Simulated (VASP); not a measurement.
# AlCr2C (P6_3/mmc) in VASP: a series of runs

AlCr2C is run at these levels: PBE; tasks: single point.

All numbers are computed with VASP 6.6.1; they aren't measurements. Logs are shortened: lines on timing, memory, paths and dates and some standing lists are left out, and cuts for length are marked.

### 1 The cell of the first run

It takes space group P6_3/mmc (No. 194, hexagonal). The conventional cell has a = 2.897 Å, b = 2.897 Å, c = 12.940 Å, α = 90.00°, β = 90.00°, γ = 120.00°. Al (site symmetry -6m2) has 6 Cr at 2.74 Å and 6 Al at 2.90 Å within 3.6 Å. Cr (site symmetry 3m) has 3 C at 1.98 Å within 2.6 Å. C (site symmetry -3m) has 6 Cr at 1.98 Å within 2.6 Å.

### 2 Single point, PBE (volume scaled by 1.06, then relaxed in part)

INCAR

```
SYSTEM = AlCr2C
PREC = Accurate
ENCUT = 520
EDIFF = 1E-6
ISMEAR = 0
SIGMA = 0.1
LREAL = .FALSE.
LASPH = .TRUE.
NELM = 80
ALGO = Normal
ISIF = 2
LWAVE = .FALSE.
LCHARG = .FALSE.
GGA = PE
NBANDS = 41
```

KPOINTS

```
Automatic mesh
0
G
  12 12 4
  0 0 0
```

POSCAR

```
AlCr2C
1.0
    2.8974920276      0.0000000000      0.0000000000
   -1.4487460138      2.5093017032      0.0000000000
    0.0000000000      0.0000000000     12.9396570229
Al Cr C
2 4 2
Direct
    0.6666666667      0.3333333333      0.2500000000
    0.3333333333      0.6666666667      0.7500000000
    0.3333333333      0.6666666667      0.4179640750
    0.6666666667      0.3333333333      0.9179640750
    0.6666666667      0.3333333333      0.5820359250
    0.3333333333      0.6666666667      0.0820359250
    0.0000000000      0.0000000000      0.5000000000
    0.0000000000      0.0000000000      0.0000000000
```

Potentials or basis: VASP PAW PBE potentials, release 64 (Al, Cr_pv, C).

Started as:

```sh
cat potpaw_PBE.64/Al/POTCAR potpaw_PBE.64/Cr_pv/POTCAR potpaw_PBE.64/C/POTCAR > POTCAR
mpirun -np 1 vasp_std > vasp.out
```

OUTCAR:

```text
SYSTEM = AlCr2C
   PREC = Accurate
   ENCUT = 520
   EDIFF = 1E-6
   ISMEAR = 0
   LREAL = .FALSE.
   LASPH = .TRUE.
   NELM = 80
   ISIF = 2
   GGA = PE

 ion  position               nearest neighbor table
   1  0.667  0.333  0.250-   3 2.74   6 2.74   3 2.74   6 2.74   3 2.74   6 2.74
   2  0.333  0.667  0.750-   4 2.74   5 2.74   4 2.74   5 2.74   4 2.74   5 2.74
   3  0.333  0.667  0.418-   7 1.98   7 1.98   7 1.98   5 2.70   5 2.70   5 2.70   1 2.74   1 2.74
                             1 2.74
   4  0.667  0.333  0.918-   8 1.98   8 1.98   8 1.98   6 2.70   6 2.70   6 2.70   2 2.74   2 2.74
                             2 2.74
   5  0.667  0.333  0.582-   7 1.98   7 1.98   7 1.98   3 2.70   3 2.70   3 2.70   2 2.74   2 2.74
                             2 2.74
   6  0.333  0.667  0.082-   8 1.98   8 1.98   8 1.98   4 2.70   4 2.70   4 2.70   1 2.74   1 2.74
                             1 2.74
   7  0.000  0.000  0.500-   3 1.98   5 1.98   5 1.98   3 1.98   5 1.98   3 1.98
   8  0.000  0.000  0.000-   4 1.98   6 1.98   4 1.98   6 1.98   4 1.98   6 1.98

  LATTYP: Found a hexagonal cell.
 ALAT       =     2.8974920276
 C/A-ratio  =     4.4658128132

  Lattice vectors:

 A1 = (   2.8974920276,   0.0000000000,   0.0000000000)
 A2 = (  -1.4487460138,   2.5093017032,   0.0000000000)
 A3 = (   0.0000000000,   0.0000000000,  12.9396570229)

Analysis of symmetry for initial positions (statically):
=====================================================================
 Subroutine PRICEL returns:
 Original cell was already a primitive cell.

 Routine SETGRP: Setting up the symmetry group for a
 hexagonal supercell.

 Subroutine GETGRP returns: Found 24 space group operations
 (whereof 12 operations were pure point group operations)
 out of a pool of 24 trial point group operations.

The static configuration has the point symmetry D_3d.
 The point group associated with its full space group is D_6h.

Analysis of symmetry for dynamics (positions and initial velocities):
=====================================================================
 Subroutine PRICEL returns:
 Original cell was already a primitive cell.

 Routine SETGRP: Setting up the symmetry group for a
 hexagonal supercell.

 Subroutine GETGRP returns: Found 24 space group operations
 (whereof 12 operations were pure point group operations)
 out of a pool of 24 trial point group operations.

The dynamic configuration has the point symmetry D_3d.
 The point group associated with its full space group is D_6h.

 Subroutine INISYM returns: Found 24 space group operations
 (whereof 12 operations are pure point group operations),
 and found     1 'primitive' translations

----------------------------------------------------------------------------------------

                                     Primitive cell

  volume of cell :      94.0801

  direct lattice vectors                    reciprocal lattice vectors
     2.897492028  0.000000000  0.000000000     0.345126057  0.199258622  0.000000000
    -1.448746014  2.509301703  0.000000000     0.000000000  0.398517244  0.000000000
     0.000000000  0.000000000 12.939657023     0.000000000  0.000000000  0.077281801

  length of vectors
     2.897492028  2.897492028 12.939657023     0.398517244  0.398517244  0.077281801

  position of ions in fractional coordinates (direct lattice)
     0.666666667  0.333333333  0.250000000
     0.333333333  0.666666667  0.750000000
     0.333333333  0.666666667  0.417964075
     0.666666667  0.333333333  0.917964075
     0.666666667  0.333333333  0.582035925
     0.333333333  0.666666667  0.082035925
     0.000000000  0.000000000  0.500000000
     0.000000000  0.000000000  0.000000000

  ion indices of the primitive-cell ions
   primitive index   ion index
                 1           1
                 2           2
                 3           3
                 4           4
                 5           5
                 6           6
                 7           7
                 8           8

----------------------------------------------------------------------------------------

 KPOINTS: Automatic mesh

Automatic generation of k-mesh.
 Grid dimensions read from file:
 generate k-points for:   12   12    4

 Generating k-lattice:

  Cartesian coordinates                     Fractional coordinates (reciprocal lattice)
     0.028760505  0.016604885  0.000000000     0.083333333 -0.000000000  0.000000000
     0.000000000  0.033209770  0.000000000     0.000000000  0.083333333  0.000000000
     0.000000000  0.000000000  0.019320450     0.000000000  0.000000000  0.250000000

  Length of vectors
     0.033209770  0.033209770  0.019320450

  Shift w.r.t. Gamma in fractional coordinates (k-lattice)
     0.000000000  0.000000000  0.000000000

 Subroutine IBZKPT returns following result:
 ===========================================

 Found     57 irreducible k-points:

 Following reciprocal coordinates:
            Coordinates               Weight
  0.000000  0.000000  0.000000      1.000000
  0.083333 -0.000000  0.000000      6.000000
  0.166667 -0.000000  0.000000      6.000000
  0.250000  0.000000  0.000000      6.000000
  0.333333 -0.000000  0.000000      6.000000
  0.416667  0.000000  0.000000      6.000000
[... 16 lines left out ...]
  0.250000  0.000000  0.250000     12.000000
  0.333333 -0.000000  0.250000     12.000000
 [... further k-points ...]
   k-points           NKPTS =     57   k-points in BZ     NKDIM =     57   number of bands    NBANDS=     41
   number of dos      NEDOS =    301   number of ions     NIONS =      8
   total plane-waves  NPLWV =  55296
   dimension x,y,z NGX =    24 NGY =   24 NGZ =   96
   dimension x,y,z NGXF=    48 NGYF=   48 NGZF=  192
   ions per type =               2   4   2
   NGX,Y,Z   is equivalent  to a cutoff of  13.77, 13.77, 12.33 a.u.
   NGXF,Y,Z  is equivalent  to a cutoff of  27.54, 27.54, 24.67 a.u.
 SYSTEM =  AlCr2C
   PREC   = accura    normal or accurate (medium, high low for compatibility)
   ISTART =      0    job   : 0-new  1-cont  2-samecut
   ICHARG =      2    charge: 1-file 2-atom 10-const
   ISPIN  =      1    spin polarized calculation?
   LNONCOLLINEAR =      F non collinear calculations
   LSORBIT =      F    spin-orbit coupling
   LASPH  =      T    aspherical Exc in radial PAW
   ENCUT  =  520.0 eV  38.22 Ry    6.18 a.u.   5.39  5.39 24.06*2*pi/ulx,y,z
   NELM   =     80;   NELMIN=  2; NELMDL= -5     # of ELM steps
   EDIFF  = 0.1E-05   stopping-criterion for ELM
   LREAL  =      F    real-space projection
   EDIFFG = 0.1E-04   stopping-criterion for IOM
   NSW    =      0    number of steps for IOM
   IBRION =     -1    ionic relax: 0-MD 1-quasi-New 2-CG
   NFREE  =      0    steps in history (QN), initial steepest desc. (CG)
   ISIF   =      2    stress and relaxation
   ISYM   =      2    0-nonsym 1-usesym 2-fastsym
   POTIM  = 0.5000    time-step for ionic-motion
   TEBEG  =    0.0;   TEEND  =   0.0 temperature during run
   PSTRESS=    0.0 pullay stress
   NELECT =      62.0000    total number of electrons
   NUPDOWN=      -1.0000    fix difference up-down
   EMIN   =  10.00;   EMAX   =-10.00  energy-range for DOS
   EFERMI =   0.00;   METHOD = LEGACY
   ISMEAR =     0;   SIGMA  =   0.10  broadening in eV -4-tet -1-fermi 0-gaus
   EFERMI_NEDOS =   21; number of points for ismear=-14 and -15
   IALGO  =     38    algorithm
   IMIX   =      4    mixing-type and parameters
     AMIX     =   0.40;   BMIX     =  1.00
     AMIX_MAG =   1.60;   BMIX_MAG =  1.00
  volume/ion in A,a.u.               =      11.76        79.36
  Fermi-wavevector in a.u.,A,eV,Ry     =   1.424643  2.692185 27.614495  2.029608
  Thomas-Fermi vector in A             =   2.545112
   LORBIT       =      0    0 simple, 1 ext, 2 COOP (PROOUT), +10 PAW based schemes
   GGA     = PE    functional components
   LHFCALC =     F    Hartree Fock is set to
   AEXX    =    0.0000 exact exchange contribution
   IVDW    =     0    specifies the selected vdW correction
   LEPSILON=     F    determine dielectric tensor
   LRPA    =     F    only Hartree local field effects (RPA)
 non-spin polarized calculation
 Gauss-broadening in eV      SIGMA  =   0.10
  energy-cutoff  :      520.00
  volume of cell :       94.08
 maximum number of plane-waves:      2592
 NGX is ok and might be reduce to    24
   NGX = 11   NGY = 11   NGZ = 49

 number of electron      62.0000023 magnetization

 Free energy of the ion-electron system (eV)
  ---------------------------------------------------
  ext. energy  EPLUGINS =         0.00000000
  ---------------------------------------------------
  free energy    TOTEN  =       -65.33481778 eV

  energy without entropy =      -65.30058737  energy(sigma->0) =      -65.31770258

 E-fermi :   9.2234     XC(G=0): -12.1570

 val. band max:        9.2153368656   @ k =   0.4167   0.0833   0.5000
 cond. band min:       9.2254503895   @ k =   0.1667   0.0833   0.0000
 fundamental gap:      0.0101135239
 Fermi energy:         9.2234175625

 k-point     1 :       0.0000    0.0000    0.0000
  band No.  band energies     occupation
      1     -34.1597      2.00000
      2     -34.1589      2.00000
      3     -33.9952      2.00000
      4     -33.9952      2.00000
      5     -33.9952      2.00000
      6     -33.9952      2.00000
[... 33 lines left out ...]
     40      12.5811      0.00000
     41      13.7704      0.00000

 k-point     2 :       0.0833   -0.0000    0.0000
  band No.  band energies     occupation
      1     -34.1568      2.00000
      2     -34.1560      2.00000
      3     -34.0131      2.00000
      4     -34.0130      2.00000
      5     -34.0008      2.00000
      6     -34.0008      2.00000
[... 957 lines left out ...]
     40      12.7468      0.00000
     41      13.0238      0.00000

 k-point    24 :       0.3333   -0.0000    0.2500
  band No.  band energies     occupation
      1     -34.1941      2.00000
      2     -34.1940      2.00000
      3     -34.1596      2.00000
      4     -34.1595      2.00000
      5     -34.0518      2.00000
      6     -34.0518      2.00000
[... 33 lines left out ...]
     40      12.0114      0.00000
     41      12.1943      0.00000

 [... further k-points ...]

------------------------ aborting loop because EDIFF is reached ----------------------------------------

  FORCE on cell =-STRESS in cart. coord.  units (eV):
  Direction    XX          YY          ZZ          XY          YZ          ZX
  --------------------------------------------------------------------------------------
  -------------------------------------------------------------------------------------
  Total       -5.5448943     -5.5448943     -5.5941275      0.0000000      0.0000000      0.0000000
  in kB      -94.4291231    -94.4291231    -95.2675609      0.0000000      0.0000000      0.0000000
  external PRESSURE =     -94.7086024 kB  Pullay stress =       0.0000000 kB

 VOLUME and BASIS-vectors are now :
 -----------------------------------------------------------------------------
  energy-cutoff  :      520.00
  volume of cell :       94.08
      direct lattice vectors                 reciprocal lattice vectors
     2.897492028  0.000000000  0.000000000     0.345126057  0.199258622  0.000000000
    -1.448746014  2.509301703  0.000000000     0.000000000  0.398517244  0.000000000
     0.000000000  0.000000000 12.939657023     0.000000000  0.000000000  0.077281801

 POSITION                                       TOTAL-FORCE (eV/Angst)
 -----------------------------------------------------------------------------------
      1.44875      0.83643      3.23491        -0.000000     -0.000000      0.000000
     -0.00000      1.67287      9.70474        -0.000000     -0.000000      0.000000
     -0.00000      1.67287      5.40831        -0.000000      0.000000     -0.039343
      1.44875      0.83643     11.87814         0.000000     -0.000000     -0.039343
      1.44875      0.83643      7.53135         0.000000      0.000000      0.039343
     -0.00000      1.67287      1.06152        -0.000000     -0.000000      0.039343
      0.00000      0.00000      6.46983        -0.000000     -0.000000      0.000000
      0.00000      0.00000      0.00000        -0.000000     -0.000000      0.000000
 -----------------------------------------------------------------------------------
    total drift:                               -0.000000      0.000000     -0.000000

  FREE ENERGIE OF THE ION-ELECTRON SYSTEM (eV)
  ---------------------------------------------------
  free  energy   TOTEN  =       -65.3348177844 eV

  energy  without entropy=      -65.3005873697  energy(sigma->0) =      -65.31770258
```

It took 2.1 min on 1 thread of Intel Xeon 6975P-C (Granite Rapids), shared host; peak memory 0.33 GiB.

Results:

| Property | Result |
| --- | --- |
| Free energy | -65.3348 eV |
| Pressure | -9.5 GPa |
| Largest force | 0.039 eV/Å |
| Band gap on the k mesh | zero (band 31 reaches 9.59 eV, above the bottom of band 32 at 8.80 eV) |

Forces on the atoms (eV/Å):
```
Al   0.000  0.000  0.000
Al   0.000  0.000  0.000
Cr   0.000  0.000 -0.039
Cr   0.000  0.000 -0.039
Cr   0.000  0.000  0.039
Cr   0.000  0.000  0.039
C    0.000  0.000  0.000
C    0.000  0.000  0.000
```

Levels at points of the mesh, in eV from the Fermi level:
| k point | band 27 | band 28 | band 29 | band 30 | band 31 | band 32 | band 33 | band 34 | band 35 | band 36 |
| --- | --- | --- | --- | --- | --- | --- | --- | --- | --- | --- |
| (0.00, 0.00, 0.00) | -1.03 | -1.02 | -1.02 | -0.95 | -0.20 | -0.20 | -0.18 | -0.18 | 0.62 | 0.62 |
| (0.50, 0.00, 0.00) | -1.88 | -1.85 | 0.12 | 0.32 | 0.37 | 0.41 | 0.67 | 0.69 | 1.10 | 1.12 |
| (0.00, 0.00, 0.50) | -1.03 | -1.03 | -1.02 | -1.02 | -0.19 | -0.19 | -0.19 | -0.19 | 0.64 | 0.64 |
| (0.50, 0.00, 0.50) | -1.86 | -1.86 | 0.25 | 0.25 | 0.36 | 0.36 | 0.68 | 0.68 | 1.11 | 1.11 |

 Spin polarisation is off, so any magnetic state and its effect on volume and gap are missing.

### 3 Single point, PBE (volume scaled by 0.88, then relaxed in part)

INCAR

```
SYSTEM = AlCr2C
  PREC = Accurate
  ENCUT = 520
  EDIFF = 1E-7
  ISMEAR = 0
  SIGMA = 0.1
  LREAL = .False.
  LASPH = .True.
  NELM = 60
  ALGO = Normal
  ISIF = 2
  LWAVE = .False.
  LCHARG = .True.
  GGA = PE
  LELF = .True.
  LVHAR = .True.
  NBANDS = 41
```

KPOINTS

```
regular mesh
0
Gamma
  12 12 4
  0 0 0
```

POSCAR

```
AlCr2C
1.0
    2.7172174988      0.0000000000      0.0000000000
   -1.3586087494      2.3531793816      0.0000000000
    0.0000000000      0.0000000000     12.2150504899
Al Cr C
2 4 2
Direct
    0.6666666667      0.3333333333      0.2500000000
    0.3333333333      0.6666666667      0.7500000000
    0.3333333333      0.6666666667      0.4113444812
    0.6666666667      0.3333333333      0.9113444812
    0.6666666667      0.3333333333      0.5886555188
    0.3333333333      0.6666666667      0.0886555188
    0.0000000000      0.0000000000      0.5000000000
    0.0000000000      0.0000000000      0.0000000000
```

Potentials or basis: VASP PAW PBE potentials, release 64 (Al, Cr_pv, C).

Started as:

```sh
cat potpaw_PBE.64/Al/POTCAR potpaw_PBE.64/Cr_pv/POTCAR potpaw_PBE.64/C/POTCAR > POTCAR
mpirun -np 1 vasp_std > vasp.out
```

It took 95 s on 1 thread of AMD EPYC 9R45 (Zen 5), shared host; peak memory 0.25 GiB.

The run converged. Its results:

```yaml
Free_energy: -64.5599 eV
Pressure: 31.9 GPa
Largest_force: 0.060 eV/Å
Band_gap_on_the_k_mesh: zero (band 31 reaches 12.10 eV, above the bottom of band 32 at 11.15 eV)
```

Forces in eV/Å, atoms in the order of the input:
```
Al   0.000  0.000  0.000
Al   0.000  0.000  0.000
Cr   0.000  0.000 -0.060
Cr   0.000  0.000 -0.060
Cr   0.000  0.000  0.060
Cr   0.000  0.000  0.060
C    0.000  0.000  0.000
C    0.000  0.000  0.000
```

Stress tensor (GPa, compression positive):
```
31.93  0.00  0.00
 0.00 31.93  0.00
 0.00  0.00 31.74
```

Levels at points of the mesh, in eV from the Fermi level:
| k point | band 28 | band 29 | band 30 | band 31 | band 32 | band 33 |
| --- | --- | --- | --- | --- | --- | --- |
| (0.00, 0.00, 0.00) | -1.13 | -1.11 | -1.11 | -0.22 | -0.22 | -0.17 |
| (0.50, 0.00, 0.00) | -2.15 | 0.16 | 0.26 | 0.41 | 0.49 | 1.14 |
| (0.00, 0.00, 0.50) | -1.12 | -1.12 | -1.12 | -0.20 | -0.20 | -0.20 |
| (0.50, 0.00, 0.50) | -2.16 | 0.33 | 0.33 | 0.34 | 0.34 | 1.15 |

[end of part 1 of 2]
